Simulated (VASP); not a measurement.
# Mg (Im-3m) in VASP: further runs

Runs on Mg. Level: PBEsol. Tasks: single point.

Program: VASP 6.6.1. These are calculated values, not measurements. Logs are shortened: lines on timing, memory, paths and dates and some standing lists are left out, and cuts for length are marked.

### 1 The cell of the first run

It takes space group Im-3m (No. 229, cubic). The conventional cell has a = 2.953 Å, b = 2.953 Å, c = 2.953 Å, α = 90.00°, β = 90.00°, γ = 90.00°. Mg (site symmetry m-3m) has 14 Mg at 2.56 to 2.95 Å within 3.4 Å.

### 2 Single point, PBEsol

File INCAR:

```
SYSTEM = Mg
PREC = Accurate
ENCUT = 520
EDIFF = 1E-6
ISMEAR = 0
SIGMA = 0.1
LREAL = .FALSE.
LASPH = .TRUE.
NELM = 60
ALGO = Normal
ISIF = 2
LWAVE = .FALSE.
LCHARG = .FALSE.
GGA = PS
NBANDS = 7
```

File KPOINTS:

```
regular mesh
0
G
  11 11 11
  0 0 0
```

File POSCAR:

```
Mg
1.0
   -1.4765000000      1.4765000000      1.4765000000
    1.4765000000     -1.4765000000      1.4765000000
    1.4765000000      1.4765000000     -1.4765000000
Mg
1
Direct
    0.0000000000      0.0000000000      0.0000000000
```

Potentials or basis: VASP PAW PBE potentials, release 64 (Mg).

On the command line:

```bash
$ cat potpaw_PBE.64/Mg/POTCAR > POTCAR
$ mpirun -np 1 vasp_std > vasp.out
```

OUTCAR:

```text
SYSTEM = Mg
   PREC = Accurate
   ENCUT = 520
   EDIFF = 1E-6
   ISMEAR = 0
   LREAL = .FALSE.
   LASPH = .TRUE.
   NELM = 60
   ISIF = 2
   GGA = PS

 ion  position               nearest neighbor table
   1  0.000  0.000  0.000-

  LATTYP: Found a body centered cubic cell.
 ALAT       =     2.9530000000

  Lattice vectors:

 A1 = (  -1.4765000000,   1.4765000000,   1.4765000000)
 A2 = (   1.4765000000,  -1.4765000000,   1.4765000000)
 A3 = (   1.4765000000,   1.4765000000,  -1.4765000000)

Analysis of symmetry for initial positions (statically):
=====================================================================
 Subroutine PRICEL returns:
 Original cell was already a primitive cell.

 Routine SETGRP: Setting up the symmetry group for a
 body centered cubic supercell.

 Subroutine GETGRP returns: Found 48 space group operations
 (whereof 48 operations were pure point group operations)
 out of a pool of 48 trial point group operations.

The static configuration has the point symmetry O_h .

Analysis of symmetry for dynamics (positions and initial velocities):
=====================================================================
 Subroutine PRICEL returns:
 Original cell was already a primitive cell.

 Routine SETGRP: Setting up the symmetry group for a
 body centered cubic supercell.

 Subroutine GETGRP returns: Found 48 space group operations
 (whereof 48 operations were pure point group operations)
 out of a pool of 48 trial point group operations.

The dynamic configuration has the point symmetry O_h .

 Subroutine INISYM returns: Found 48 space group operations
 (whereof 48 operations are pure point group operations),
 and found     1 'primitive' translations

----------------------------------------------------------------------------------------

                                     Primitive cell

  volume of cell :      12.8754

  direct lattice vectors                    reciprocal lattice vectors
    -1.476500000  1.476500000  1.476500000     0.000000000  0.338638673  0.338638673
     1.476500000 -1.476500000  1.476500000     0.338638673  0.000000000  0.338638673
     1.476500000  1.476500000 -1.476500000     0.338638673  0.338638673  0.000000000

  length of vectors
     2.557373017  2.557373017  2.557373017     0.478907403  0.478907403  0.478907403

  position of ions in fractional coordinates (direct lattice)
     0.000000000  0.000000000  0.000000000

  ion indices of the primitive-cell ions
[... 69 lines left out ...]
   LNONCOLLINEAR =      F non collinear calculations
   LSORBIT =      F    spin-orbit coupling
   LASPH  =      T    aspherical Exc in radial PAW
   ENCUT  =  520.0 eV  38.22 Ry    6.18 a.u.   4.76  4.76  4.76*2*pi/ulx,y,z
   NELM   =     60;   NELMIN=  2; NELMDL= -5     # of ELM steps
   EDIFF  = 0.1E-05   stopping-criterion for ELM
   LREAL  =      F    real-space projection
   EDIFFG = 0.1E-04   stopping-criterion for IOM
   NSW    =      0    number of steps for IOM
   IBRION =     -1    ionic relax: 0-MD 1-quasi-New 2-CG
   NFREE  =      0    steps in history (QN), initial steepest desc. (CG)
   ISIF   =      2    stress and relaxation
   ISYM   =      2    0-nonsym 1-usesym 2-fastsym
   POTIM  = 0.5000    time-step for ionic-motion
   TEBEG  =    0.0;   TEEND  =   0.0 temperature during run
   PSTRESS=    0.0 pullay stress
   NELECT =       2.0000    total number of electrons
   NUPDOWN=      -1.0000    fix difference up-down
   EMIN   =  10.00;   EMAX   =-10.00  energy-range for DOS
   EFERMI =   0.00;   METHOD = LEGACY
   ISMEAR =     0;   SIGMA  =   0.10  broadening in eV -4-tet -1-fermi 0-gaus
   EFERMI_NEDOS =   21; number of points for ismear=-14 and -15
   IALGO  =     38    algorithm
   IMIX   =      4    mixing-type and parameters
     AMIX     =   0.40;   BMIX     =  1.00
     AMIX_MAG =   1.60;   BMIX_MAG =  1.00
  volume/ion in A,a.u.               =      12.88        86.89
  Fermi-wavevector in a.u.,A,eV,Ry     =   0.880031  1.663018 10.537098  0.774455
  Thomas-Fermi vector in A             =   2.000336
   LORBIT       =      0    0 simple, 1 ext, 2 COOP (PROOUT), +10 PAW based schemes
   GGA     = PS    functional components
   LHFCALC =     F    Hartree Fock is set to
   AEXX    =    0.0000 exact exchange contribution
   IVDW    =     0    specifies the selected vdW correction
   LEPSILON=     F    determine dielectric tensor
   LRPA    =     F    only Hartree local field effects (RPA)
 non-spin polarized calculation
 Gauss-broadening in eV      SIGMA  =   0.10
  energy-cutoff  :      520.00
  volume of cell :       12.88
 maximum number of plane-waves:       370
   NGX =  9   NGY =  9   NGZ =  9

 number of electron       2.0000000 magnetization

 Free energy of the ion-electron system (eV)
  ---------------------------------------------------
  ext. energy  EPLUGINS =         0.00000000
  ---------------------------------------------------
  free energy    TOTEN  =        -0.54116627 eV

  energy without entropy =       -0.53920811  energy(sigma->0) =       -0.54018719

 E-fermi :   6.6344     XC(G=0): -10.5764

 val. band max:        6.6289668797   @ k =   0.3636   0.1818   0.0909
 cond. band min:       6.6839955262   @ k =  -0.3636  -0.3636   0.0909
 fundamental gap:      0.0550286465
 Fermi energy:         6.6344211281

 k-point     1 :       0.0000    0.0000    0.0000
  band No.  band energies     occupation
      1      -3.3365      2.00000
      2      23.9054      0.00000
      3      23.9054      0.00000
      4      23.9054      0.00000
      5      26.6789      0.00000
      6      26.6789      0.00000
      7      28.4569      0.00000
[... 221 lines left out ...]
 k-point    24 :       0.3636    0.1818    0.0909
  band No.  band energies     occupation
      1       5.2747      2.00000
      2       6.6290      1.06148
      3      11.5012      0.00000
      4      16.8404      0.00000
      5      28.3028      0.00000
      6      30.9495      0.00000
      7      32.5049      0.00000

 [... further k-points ...]
[... 5 lines left out ...]
  --------------------------------------------------------------------------------------
  -------------------------------------------------------------------------------------
  Total        4.9421328      4.9421328      4.9421328     -0.0000000     -0.0000000     -0.0000000
  in kB      614.9851723    614.9851723    614.9851723     -0.0000000     -0.0000000     -0.0000000
  external PRESSURE =     614.9851723 kB  Pullay stress =       0.0000000 kB

 VOLUME and BASIS-vectors are now :
 -----------------------------------------------------------------------------
  energy-cutoff  :      520.00
  volume of cell :       12.88
      direct lattice vectors                 reciprocal lattice vectors
    -1.476500000  1.476500000  1.476500000     0.000000000  0.338638673  0.338638673
     1.476500000 -1.476500000  1.476500000     0.338638673  0.000000000  0.338638673
     1.476500000  1.476500000 -1.476500000     0.338638673  0.338638673  0.000000000

 POSITION                                       TOTAL-FORCE (eV/Angst)
 -----------------------------------------------------------------------------------
      0.00000      0.00000      0.00000        -0.000000     -0.000000      0.000000
 -----------------------------------------------------------------------------------
    total drift:                                0.000000     -0.000000     -0.000000

  FREE ENERGIE OF THE ION-ELECTRON SYSTEM (eV)
  ---------------------------------------------------
  free  energy   TOTEN  =        -0.5411662705 eV

  energy  without entropy=       -0.5392081138  energy(sigma->0) =       -0.54018719
```

OSZICAR:

```text
N       E                     dE             d eps       ncg     rms          rms(c)
DAV:   1     0.302995426281E+00    0.30300E+00   -0.89239E+02   896   0.203E+02
DAV:   2    -0.581060779505E+00   -0.88406E+00   -0.81710E+00  1099   0.139E+01
DAV:   3    -0.582815345045E+00   -0.17546E-02   -0.17543E-02   945   0.734E-01
DAV:   4    -0.582817525904E+00   -0.21809E-05   -0.21817E-05  1169   0.184E-02
DAV:   5    -0.582817531317E+00   -0.54131E-08   -0.51919E-08   966   0.379E-04    0.762E-01
DAV:   6    -0.557414281964E+00    0.25403E-01   -0.24521E-04   938   0.117E-01    0.484E-01
DAV:   7    -0.541316130170E+00    0.16098E-01   -0.69100E-04   854   0.198E-01    0.190E-02
DAV:   8    -0.541178270327E+00    0.13786E-03   -0.19587E-05  1008   0.288E-02    0.576E-03
DAV:   9    -0.541166188321E+00    0.12082E-04   -0.42488E-06   903   0.125E-02    0.684E-04
DAV:  10    -0.541166270548E+00   -0.82226E-07   -0.72743E-08   518   0.173E-03
   1 F= -.54116627E+00 E0= -.54018719E+00  d E =-.195816E-02
```

stdout:

```text
POSCAR found type information on POSCAR Mg
 POSCAR found :  1 types and       1 ions
 scaLAPACK will be used
 -----------------------------------------------------------------------------
|                                                                             |
|                                                                             |
|     You enforced a specific xc type in the INCAR file but a different       |
|     I HOPE YOU KNOW WHAT YOU ARE DOING!                                     |
|                                                                             |
 -----------------------------------------------------------------------------

 LDA part: xc-table for (Slater+PW92), standard interpolation
 POSCAR, INCAR and KPOINTS ok, starting setup
 FFT: planning ... GRIDC
 FFT: planning ... GRID_SOFT
 FFT: planning ... GRID
 WAVECAR not read
 entering main loop
```

Wall time 2.6 s (1 thread of Intel Xeon 6975P-C, shared host); peak memory 0.13 GiB.

Results:

```
Free energy            : -0.5412 eV
Pressure               : 61.5 GPa
Band gap on the k mesh : zero (band 1 reaches 9.09 eV, above the bottom of band 2 at 5.76 eV)
```

Levels at points of the mesh, in eV from the Fermi level:
```
           k point  band 1  band 2  band 3  band 4  band 5
(0.00, 0.00, 0.00)   -9.97   17.27   17.27   17.27   20.04
```

Caveat: the PAW data sets were made with another functional, which shifts forces and pressure a little.

(Part 1 of 2 ends here.)
